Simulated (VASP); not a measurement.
# LiH (Pm-3m) in VASP: settings compared

The runs below take LiH through G0W0 quasiparticle levels, with PBE, LDA.

Everything below comes from runs of VASP 6.6.1. Logs are shortened: lines on timing, memory, paths and dates and some standing lists are left out, and cuts for length are marked.

## 1. The cell of the first run

Symmetry: Pm-3m, No. 221, cubic system. The conventional cell has a = 2.502 Å, b = 2.502 Å, c = 2.502 Å, α = 90.00°, β = 90.00°, γ = 90.00°. Within 2.9 Å of Li (site symmetry m-3m) lie 8 H at 2.17 Å and 6 Li at 2.50 Å. H (site symmetry m-3m) has 8 Li at 2.17 Å and 6 H at 2.50 Å within 2.9 Å.

## 2. G0W0 quasiparticle levels, PBE

Input file POSCAR:

```
LiH
1.0
    2.5016587116      0.0000000000      0.0000000000
    0.0000000000      2.5016587116      0.0000000000
    0.0000000000      0.0000000000      2.5016587116
Li H
1 1
Direct
    0.0000000000      0.0000000000      0.0000000000
    0.5000000000      0.5000000000      0.5000000000
```

Input file INCAR.step1:

```
SYSTEM = LiH
PREC = Accurate ; ENCUT = 500
EDIFF = 1E-8 ; ISMEAR = 0
SIGMA = 0.01 ; LREAL = .FALSE.
LASPH = .TRUE. ; NELM = 100
ALGO = Normal ; LWAVE = .TRUE.
LCHARG = .FALSE. ; GGA = PE
```

Input file INCAR.step2:

```
SYSTEM = LiH
PREC = Accurate ; ENCUT = 500
EDIFF = 1E-8 ; ISMEAR = 0
SIGMA = 0.01 ; LREAL = .FALSE.
LASPH = .TRUE. ; NELM = 1
ALGO = Exact ; LWAVE = .TRUE.
LCHARG = .FALSE. ; GGA = PE
NBANDS = 59 ; LOPTICS = .TRUE.
ISTART = 1
```

Input file INCAR.step3:

```
SYSTEM = LiH
PREC = Accurate ; ENCUT = 500
EDIFF = 1E-8 ; ISMEAR = 0
SIGMA = 0.01 ; LREAL = .FALSE.
LASPH = .TRUE. ; ALGO = EVGW0
LWAVE = .FALSE. ; LCHARG = .FALSE.
GGA = PE ; NELMGW = 1
NBANDS = 59 ; ENCUTGW = 140.0
NOMEGA = 96 ; PRECFOCK = Fast
ISTART = 1 ; NBANDSGW = 9
OMEGAMAX = 30
```

Input file KPOINTS:

```
regular mesh
0
G
  6 6 6
  0 0 0
```

Potentials or basis: VASP PAW PBE potentials, release 64 (Li_GW, H_GW).

Command:

```sh
$ cat potpaw_PBE.64/Li_GW/POTCAR potpaw_PBE.64/H_GW/POTCAR > POTCAR
$ cp INCAR.step1 INCAR
$ mpirun -np 1 vasp_std > vasp.out
$ cp INCAR.step2 INCAR
$ mpirun -np 1 vasp_std > vasp.out
$ cp INCAR.step3 INCAR
$ mpirun -np 1 vasp_std > vasp.out
```

OUTCAR:

```text
SYSTEM = LiH
   PREC = Accurate
   ENCUT = 500
   EDIFF = 1E-8
   ISMEAR = 0
   LREAL = .FALSE.
   LASPH = .TRUE.
   GGA = PE
   NELMGW = 1
   ENCUTGW = 140.0
   PRECFOCK = Fast
   ISTART = 1

 ion  position               nearest neighbor table
   1  0.000  0.000  0.000-   2 2.17   2 2.17   2 2.17   2 2.17   2 2.17   2 2.17   2 2.17   2 2.17

   2  0.500  0.500  0.500-   1 2.17   1 2.17   1 2.17   1 2.17   1 2.17   1 2.17   1 2.17   1 2.17

  LATTYP: Found a simple cubic cell.
 ALAT       =     2.5016587116

  Lattice vectors:

 A1 = (   2.5016587116,   0.0000000000,   0.0000000000)
 A2 = (   0.0000000000,   2.5016587116,   0.0000000000)
 A3 = (   0.0000000000,   0.0000000000,   2.5016587116)

Analysis of symmetry for initial positions (statically):
=====================================================================
 Subroutine PRICEL returns:
 Original cell was already a primitive cell.

 Routine SETGRP: Setting up the symmetry group for a
 simple cubic supercell.

 Subroutine GETGRP returns: Found 48 space group operations
 (whereof 48 operations were pure point group operations)
 out of a pool of 48 trial point group operations.

The static configuration has the point symmetry O_h .

Analysis of symmetry for dynamics (positions and initial velocities):
=====================================================================
 Subroutine PRICEL returns:
 Original cell was already a primitive cell.

 Routine SETGRP: Setting up the symmetry group for a
 simple cubic supercell.

 Subroutine GETGRP returns: Found 48 space group operations
 (whereof 48 operations were pure point group operations)
 out of a pool of 48 trial point group operations.

The dynamic configuration has the point symmetry O_h .

 Subroutine INISYM returns: Found 48 space group operations
 (whereof 48 operations are pure point group operations),
 and found     1 'primitive' translations

----------------------------------------------------------------------------------------

                                     Primitive cell

  volume of cell :      15.6561

  direct lattice vectors                    reciprocal lattice vectors
     2.501658712  0.000000000  0.000000000     0.399734782  0.000000000  0.000000000
     0.000000000  2.501658712  0.000000000     0.000000000  0.399734782  0.000000000
     0.000000000  0.000000000  2.501658712     0.000000000  0.000000000  0.399734782

  length of vectors
     2.501658712  2.501658712  2.501658712     0.399734782  0.399734782  0.399734782

  position of ions in fractional coordinates (direct lattice)
     0.000000000  0.000000000  0.000000000
     0.500000000  0.500000000  0.500000000

  ion indices of the primitive-cell ions
   primitive index   ion index
                 1           1
                 2           2

----------------------------------------------------------------------------------------

 KPOINTS: regular mesh

Automatic generation of k-mesh.
 Grid dimensions read from file:
 generate k-points for:    6    6    6

 Generating k-lattice:

  Cartesian coordinates                     Fractional coordinates (reciprocal lattice)
     0.066622464  0.000000000  0.000000000     0.166666667  0.000000000  0.000000000
     0.000000000  0.066622464  0.000000000     0.000000000  0.166666667  0.000000000
     0.000000000  0.000000000  0.066622464     0.000000000  0.000000000  0.166666667

  Length of vectors
     0.066622464  0.066622464  0.066622464

  Shift w.r.t. Gamma in fractional coordinates (k-lattice)
     0.000000000  0.000000000  0.000000000

 Subroutine IBZKPT returns following result:
 ===========================================

 Found     20 irreducible k-points:

 Following reciprocal coordinates:
            Coordinates               Weight
  0.000000  0.000000  0.000000      1.000000
  0.166667  0.000000  0.000000      6.000000
  0.333333  0.000000  0.000000      6.000000
  0.500000  0.000000  0.000000      3.000000
  0.166667  0.166667  0.000000     12.000000
  0.333333  0.166667  0.000000     24.000000
[... 12 lines left out ...]
  0.500000  0.500000  0.333333      6.000000
  0.500000  0.500000  0.500000      1.000000
   k-points           NKPTS =     20   k-points in BZ     NKDIM =    216   number of bands    NBANDS=     59
   number of dos      NEDOS =    301   number of ions     NIONS =      2
   total plane-waves  NPLWV =   5832
   dimension x,y,z NGX =    18 NGY =   18 NGZ =   18
   dimension x,y,z NGXF=    36 NGYF=   36 NGZF=   36
   ions per type =               1   1
   NGX,Y,Z   is equivalent  to a cutoff of  11.96, 11.96, 11.96 a.u.
   NGXF,Y,Z  is equivalent  to a cutoff of  23.92, 23.92, 23.92 a.u.
 SYSTEM =  LiH
   PREC   = accura    normal or accurate (medium, high low for compatibility)
   ISTART =      1    job   : 0-new  1-cont  2-samecut
   ICHARG =      0    charge: 1-file 2-atom 10-const
   ISPIN  =      1    spin polarized calculation?
   LNONCOLLINEAR =      F non collinear calculations
   LSORBIT =      F    spin-orbit coupling
   LASPH  =      T    aspherical Exc in radial PAW
   ENCUT  =  500.0 eV  36.75 Ry    6.06 a.u.   4.56  4.56  4.56*2*pi/ulx,y,z
   NELM   =     60;   NELMIN=  2; NELMDL=  0     # of ELM steps
   EDIFF  = 0.1E-07   stopping-criterion for ELM
   LREAL  =      F    real-space projection
   EDIFFG = 0.1E-06   stopping-criterion for IOM
   NSW    =      0    number of steps for IOM
   IBRION =     -1    ionic relax: 0-MD 1-quasi-New 2-CG
   NFREE  =      0    steps in history (QN), initial steepest desc. (CG)
   ISIF   =      0    stress and relaxation
   ISYM   =      3    0-nonsym 1-usesym 2-fastsym
   POTIM  = 0.5000    time-step for ionic-motion
   TEBEG  =    0.0;   TEEND  =   0.0 temperature during run
   PSTRESS=    0.0 pullay stress
   NELECT =       2.0000    total number of electrons
   NUPDOWN=      -1.0000    fix difference up-down
   EMIN   =  10.00;   EMAX   =-10.00  energy-range for DOS
   EFERMI =   0.00;   METHOD = LEGACY
   ISMEAR =     0;   SIGMA  =   0.01  broadening in eV -4-tet -1-fermi 0-gaus
   EFERMI_NEDOS =   21; number of points for ismear=-14 and -15
   IALGO  =     38    algorithm
   IMIX   =      4    mixing-type and parameters
     AMIX     =   0.40;   BMIX     =  1.00
     AMIX_MAG =   1.60;   BMIX_MAG =  1.00
  volume/ion in A,a.u.               =       7.83        52.83
  Fermi-wavevector in a.u.,A,eV,Ry     =   0.824499  1.558077  9.249220  0.679799
  Thomas-Fermi vector in A             =   1.936194
   LORBIT       =      0    0 simple, 1 ext, 2 COOP (PROOUT), +10 PAW based schemes
   GGA     = PE    functional components
   LHFCALC =     T    Hartree Fock is set to
   PRECFOCK=fast      Normal, Fast or Accurate (Low or Medium for compatibility)
   ENCUT4O =  -1.0   cutoff for four orbital integrals eV
   NKREDX  =     1    reduce k-point grid by
   NKREDY  =     1    reduce k-point grid by
   NKREDZ  =     1    reduce k-point grid by
   AEXX    =    1.0000 exact exchange contribution
   HFSCREEN=    0.0000 screening length (either q_TF or 0.3 A-1)
   HFSCREENC=   0.0000 screening length for correlation (either q_TF or 0.3 A-1)
   ENCUTFOCK=  -1.0 apply spherical cutoff to Coloumb kernel
   IVDW    =     0    specifies the selected vdW correction
   LEPSILON=     F    determine dielectric tensor
   LRPA    =     F    only Hartree local field effects (RPA)
   LRPAFORCE           =     F    calculate RPA forces
   ENCUTGW             = 140.0    cutoff for response function in eV
   ENCUTGWSOFT         = 112.0    soft cutoff for Coulomb kernel in GW response function in eV
   ENCUTLF             =  -1.0    cutoff for local field effects
   NELMGW              =     1    number of iterations in solving QP/BSE equation
   NELMHF              =     1    number of iterations in the inner HF iteration
   NKREDLFX            =     1    NKREDLFY  =   1   NKREDLFZ  =   1
 non-spin polarized calculation
 Gauss-broadening in eV      SIGMA  =   0.01
  energy-cutoff  :      500.00
  volume of cell :       15.66
 maximum number of plane-waves:       432
  NGX = 12; NGY = 12; NGZ = 12
   NGX =  9   NGY =  9   NGZ =  9
 maximum number of plane-waves:        69
 NGX is ok and might be reduce to    10

 QP shifts <psi_nk| G(iteration)W_0 |psi_nk>: iteration 1
 for sc-GW calculations column KS-energies equals QP-energies in previous step
 and V_xc(KS)=  KS-energies - (<T + V_ion + V_H > + <T+V_H+V_ion>^1  + <V_x>^1)

 k-point   1 :       0.0000    0.0000    0.0000
  band No.  KS-energies  QP-energies   sigma(KS)   V_xc(KS)     V^pw_x(r,r')   Z            occupation Imag(sigma)

      1      -8.1330      -9.3791     -11.2790      -9.4107     -15.2458       0.6670       2.0000       0.4014
      2      12.7095      13.4915      -6.7752      -7.8209      -1.5592       0.7478       0.0000      -0.5895
      3      12.7095      13.4915      -6.7752      -7.8209      -1.5592       0.7478       0.0000      -0.5895
      4      12.7095      13.4915      -6.7752      -7.8209      -1.5592       0.7478       0.0000      -0.5895
      5      13.2834      13.7758     -10.1935     -10.9063      -3.8260       0.6907       0.0000      -0.9377
      6      15.8463      16.0742      -7.0412      -7.3095      -1.2859       0.8494       0.0000      -1.7107
      7      15.8463      16.0742      -7.0412      -7.3095      -1.2859       0.8494       0.0000      -1.7107
      8      32.4343      34.4865      -6.7995      -9.3330      -1.3392       0.8100       0.0000      -1.9235
      9      32.4343      34.4865      -6.7995      -9.3330      -1.3392       0.8100       0.0000      -1.9235

 k-point   2 :       0.1667    0.0000    0.0000
  band No.  KS-energies  QP-energies   sigma(KS)   V_xc(KS)     V^pw_x(r,r')   Z            occupation Imag(sigma)

      1      -7.7160      -8.9650     -11.3030      -9.4505     -15.0531       0.6743       2.0000       0.3558
      2       7.7677       8.3212      -7.2010      -7.9531      -2.3417       0.7359       0.0000      -0.2851
      3      13.2017      13.7369      -9.5972     -10.3662      -3.4136       0.6959       0.0000      -0.8762
      4      13.3298      14.1055      -6.7750      -7.8106      -1.4941       0.7490       0.0000      -0.6659
      5      13.3298      14.1055      -6.7750      -7.8106      -1.4941       0.7490       0.0000      -0.6659
      6      16.5176      16.7889      -6.9685      -7.3028      -1.2499       0.8115       0.0000      -1.7349
      7      21.8115      22.7048      -6.5512      -7.6008      -1.0327       0.8512       0.0000      -1.9204
      8      28.8928      30.8068      -6.4578      -8.6556      -1.2955       0.8709       0.0000      -2.1076
      9      28.8928      30.8068      -6.4578      -8.6556      -1.2955       0.8709       0.0000      -2.1076
[... 222 lines left out ...]
 k-point  20 :       0.5000    0.5000    0.5000
  band No.  KS-energies  QP-energies   sigma(KS)   V_xc(KS)     V^pw_x(r,r')   Z            occupation Imag(sigma)

      1       0.7538      -0.2296     -13.6471     -12.3577     -14.6446       0.7627       2.0000       0.0589
      2       7.1468       7.8379      -6.1878      -7.1229      -1.3204       0.7390       0.0000      -0.2168
      3       7.1468       7.8379      -6.1878      -7.1229      -1.3204       0.7390       0.0000      -0.2168
      4       7.1468       7.8379      -6.1878      -7.1229      -1.3204       0.7390       0.0000      -0.2168
      5       9.4942       9.9776      -7.6094      -8.2399      -3.0159       0.7666       0.0000      -0.3555
      6       9.4942       9.9776      -7.6094      -8.2399      -3.0159       0.7666       0.0000      -0.3555
      7       9.4942       9.9776      -7.6094      -8.2399      -3.0159       0.7666       0.0000      -0.3555
      8      22.2975      23.1351      -6.3815      -7.4134      -0.6622       0.8117       0.0000      -1.6320
      9      45.7332      49.0429      -7.1268     -10.8595      -1.9186       0.8867       0.0000      -4.0199
```

It took 45 s on 1 thread of Intel Xeon 6975P-C (Granite Rapids), shared host; peak memory 0.27 GiB.

Results:

* Quasiparticle gap: 2.15 eV
* Least direct quasiparticle gap: 6.08 eV
* Band gap of the starting levels on the mesh: 0.67 eV
* Least direct gap of the starting levels on the mesh: 4.21 eV

Caveat: the k points lie up to 0.42 Å⁻¹ apart; bands, screening cutoff and mesh are small and nothing is extrapolated, so the quasiparticle values aren't converged.

## 3. G0W0 quasiparticle levels, LDA

POSCAR is that of step 2.

Input file INCAR.step1:

```
ALGO = Normal ; EDIFF = 1E-8
ENCUT = 500 ; GGA = CA
ISMEAR = 0 ; LASPH = True
LCHARG = False ; LREAL = False
LWAVE = True ; NELM = 80
PREC = Accurate ; SIGMA = 0.01
```

Input file INCAR.step2:

```
ALGO = Exact ; EDIFF = 1E-8
ENCUT = 500 ; GGA = CA
ISMEAR = 0 ; ISTART = 1
LASPH = True ; LCHARG = False
LOPTICS = True ; LREAL = False
LWAVE = True ; NBANDS = 59
NELM = 1 ; PREC = Accurate
SIGMA = 0.01
```

Input file INCAR.step3:

```
ALGO = EVGW0 ; EDIFF = 1E-8
ENCUT = 500 ; ENCUTGW = 140.0
GGA = CA ; ISMEAR = 0
ISTART = 1 ; LASPH = True
LCHARG = False ; LREAL = False
LWAVE = False ; NBANDS = 59
NBANDSGW = 9 ; NELMGW = 1
NOMEGA = 96 ; OMEGAMAX = 30
PREC = Accurate ; PRECFOCK = Fast
SIGMA = 0.01
```

Input file KPOINTS:

```
k-points
0
Gamma
  6 6 6
```

Potentials or basis: VASP PAW LDA potentials, release 64 (Li_GW, H_GW).

Command:

```sh
$ cat potpaw_LDA.64/Li_GW/POTCAR potpaw_LDA.64/H_GW/POTCAR > POTCAR
$ cp INCAR.step1 INCAR
$ mpirun -np 1 vasp_std > vasp.out
$ cp INCAR.step2 INCAR
$ mpirun -np 1 vasp_std > vasp.out
$ cp INCAR.step3 INCAR
$ mpirun -np 1 vasp_std > vasp.out
```

OUTCAR:

```text
EDIFF = 1E-8
   ENCUT = 500
   ENCUTGW = 140.0
   GGA = CA
   ISMEAR = 0
   ISTART = 1
   LASPH = True
   LREAL = False
   NELMGW = 1
   PREC = Accurate
   PRECFOCK = Fast

 ion  position               nearest neighbor table
   1  0.000  0.000  0.000-   2 2.17   2 2.17   2 2.17   2 2.17   2 2.17   2 2.17   2 2.17   2 2.17

   2  0.500  0.500  0.500-   1 2.17   1 2.17   1 2.17   1 2.17   1 2.17   1 2.17   1 2.17   1 2.17
[... 182 lines left out ...]
  NGX = 12; NGY = 12; NGZ = 12
   NGX =  9   NGY =  9   NGZ =  9
 maximum number of plane-waves:        69
 NGX is ok and might be reduce to    10

 QP shifts <psi_nk| G(iteration)W_0 |psi_nk>: iteration 1
 for sc-GW calculations column KS-energies equals QP-energies in previous step
 and V_xc(KS)=  KS-energies - (<T + V_ion + V_H > + <T+V_H+V_ion>^1  + <V_x>^1)

 k-point   1 :       0.0000    0.0000    0.0000
  band No.  KS-energies  QP-energies   sigma(KS)   V_xc(KS)     V^pw_x(r,r')   Z            occupation Imag(sigma)

      1      -6.2491      -7.3678     -11.0782      -9.3901     -15.1234       0.6627       2.0000       0.4340
      2      14.2886      15.2016      -6.8988      -8.1281      -1.5697       0.7426       0.0000      -0.6080
      3      14.2886      15.2016      -6.8988      -8.1281      -1.5697       0.7426       0.0000      -0.6080
      4      14.2886      15.2016      -6.8988      -8.1281      -1.5697       0.7426       0.0000      -0.6080
      5      15.3003      15.5822     -10.2806     -10.6829      -3.7256       0.7009       0.0000      -1.0586
      6      17.5170      17.9927      -7.1743      -7.7443      -1.3199       0.8347       0.0000      -1.7471
      7      17.5170      17.9927      -7.1743      -7.7443      -1.3199       0.8347       0.0000      -1.7471
      8      34.2652      36.1412      -6.7142      -9.0812      -1.3298       0.7926       0.0000      -1.9839
      9      34.2652      36.1412      -6.7142      -9.0812      -1.3298       0.7926       0.0000      -1.9839
[... 238 lines left out ...]
      1       2.8310       1.7379     -13.3782     -11.9396     -14.2896       0.7599       2.0000       0.0571
      2       8.7031       9.6135      -6.3375      -7.5778      -1.3732       0.7341       0.0000      -0.2251
      3       8.7031       9.6135      -6.3375      -7.5778      -1.3732       0.7341       0.0000      -0.2251
      4       8.7031       9.6135      -6.3375      -7.5778      -1.3732       0.7341       0.0000      -0.2251
      5      11.2327      11.8318      -7.7355      -8.5188      -3.0484       0.7648       0.0000      -0.3873
      6      11.2327      11.8318      -7.7355      -8.5188      -3.0484       0.7648       0.0000      -0.3873
      7      11.2327      11.8318      -7.7355      -8.5188      -3.0484       0.7648       0.0000      -0.3873
      8      23.9880      24.8590      -6.5839      -7.6694      -0.6893       0.8024       0.0000      -1.6988
      9      47.3141      50.4726      -7.1660     -10.6775      -1.8486       0.8994       0.0000      -4.0413
```

OUTCAR.step2:

```text
EDIFF = 1E-8
   ENCUT = 500
   GGA = CA
   ISMEAR = 0
[... 869 lines left out ...]
  --------------------------------------------------------------------------------------------------------------
     0.00000     6.10746     6.10746     6.10746     0.00000     0.00000     0.00000
     1.83899     6.95721     6.95721     6.95721     0.00000     0.00000     0.00000
     3.67798    17.81752    17.81752    17.81752     0.00000     0.00000     0.00000
     5.51697   -15.02142   -15.02142   -15.02142     0.00000     0.00000     0.00000
     7.35596    -2.55586    -2.55586    -2.55586    -0.00000     0.00000     0.00000
     9.19495     0.87426     0.87426     0.87426     0.00000     0.00000    -0.00000
[... 92 lines left out ...]
   180.22098     0.99407     0.99407     0.99407    -0.00000    -0.00000    -0.00000
   182.05997     0.99419     0.99419     0.99419    -0.00000    -0.00000    -0.00000
```

Run time: 37 s. Hardware: 1 thread of Intel Xeon 6975P-C (Granite Rapids), shared host; peak memory 0.26 GiB.

Results:

* Quasiparticle gap: 2.03 eV
* Least direct quasiparticle gap: 5.91 eV
* Band gap of the starting levels on the mesh: 0.34 eV
* Least direct gap of the starting levels on the mesh: 3.83 eV

Caveat: the k points lie up to 0.42 Å⁻¹ apart; bands, screening cutoff and mesh are small and nothing is extrapolated, so the quasiparticle values aren't converged.
